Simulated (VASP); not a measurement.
Wanted: the native input for a VASP 6.6.1 run.

```yaml
Task: single point
Functional: LDA
Potentials_or_basis: VASP PAW LDA potentials, release 64 (Co)
Cutoff: 520 eV
k_mesh: 12 × 12 × 7
Occupations: fermi-dirac, width 0.05 eV
Spin: collinear spin, ferromagnetic start
Starting_moments: "[2.0, 2.0] μB"
Dipole_correction: no
Further_INCAR_settings: ALGO = Normal; EDIFF = 1e-06; NBANDS = 20
```

The structure of Co lies in POSCAR:

```
Co
1.0
    2.5200971126      0.0000000000      0.0000000000
   -1.2600485563      2.1824681195      0.0000000000
    0.0000000000      0.0000000000      4.1167599708
Co
2
Direct
    0.3333333333      0.6666666667      0.7401390000
    0.6666666667      0.3333333333      0.2598610000
```

One way to write it, as run:

INCAR

```
PREC = Accurate
ENCUT = 520
EDIFF = 1E-6
ISMEAR = -1
SIGMA = 0.05
LREAL = F
LASPH = T
NELM = 150
ALGO = Normal
ISIF = 2
LWAVE = F
LCHARG = F
ISPIN = 2
MAGMOM = 2 2
LORBIT = 11
LMAXMIX = 4
GGA = CA
NBANDS = 20
```

KPOINTS

```
Automatic mesh
0
Gamma
  12 12 7
```

Potentials or basis: VASP PAW LDA potentials, release 64 (Co).

Run with:

```bash
$ cat potpaw_LDA.64/Co/POTCAR > POTCAR
$ mpirun -np 1 vasp_std > vasp.out
```

Results of the run:

The pressure is -24.6 GPa and the largest force is 0.287 eV/Å. The net moment is 3.19 μB per cell, the site moments are Co +1.60 μB and the valence electrons inside the program's atomic spheres are Co 8.21.

Caveat: the cell stands under tension.

It took 2.3 min on 1 thread of Intel Xeon 8259CL, with other jobs on the host, peak memory 0.18 GiB.
